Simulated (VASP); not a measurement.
Write the native input for VASP 6.6.1 that does the following.

```yaml
Task: single point
Functional: BLYP
Potentials_or_basis: VASP PAW PBE potentials, release 64 (Mg)
Cutoff: 520 eV
k_mesh: 18 × 18 × 10
Occupations: fermi-dirac, width 0.1 eV
Spin: no spin polarisation
Dipole_correction: no
Further_INCAR_settings: ALGO = Normal; EDIFF = 1e-06; NBANDS = 9
```

The structure of Mg lies in POSCAR:

```
Mg
1.0
    3.2162540886      0.0000000000      0.0000000000
   -1.6081270443      2.7853577458      0.0000000000
    0.0000000000      0.0000000000      5.2290504540
Mg
2
Direct
    0.3333333333      0.6666666667      0.2500000000
    0.6666666667      0.3333333333      0.7500000000
```

These files were run (other wordings do the same):

INCAR

```
SYSTEM = Mg
PREC = Accurate
ENCUT = 520
EDIFF = 1E-6
ISMEAR = -1
SIGMA = 0.1
LREAL = .False.
LASPH = .True.
NELM = 100
ALGO = Normal
ISIF = 2
LWAVE = .False.
LCHARG = .False.
GGA = B5
ALDAX = 1.0
AGGAX = 1.0
AGGAC = 1.0
ALDAC = 0.0
NBANDS = 9
```

KPOINTS

```
regular mesh
0
Gamma
  18 18 10
  0 0 0
```

Potentials or basis: VASP PAW PBE potentials, release 64 (Mg).

The run is started by

```console
$ cat potpaw_PBE.64/Mg/POTCAR > POTCAR
$ mpirun -np 1 vasp_std > vasp.out
```

It gave:

* Pressure: 0.0 GPa
* Band gap on the k mesh: zero (band 2 reaches 4.02 eV, above the bottom of band 3 at 1.64 eV)

Caveat: the PAW data sets were made with another functional, which shifts forces and pressure a little.

Wall time 38 s on 1 thread of Intel(R) Xeon(R) Platinum 8375C CPU @ 2.90GHz (Ice Lake), with other jobs on the host, peak memory 0.22 GiB.
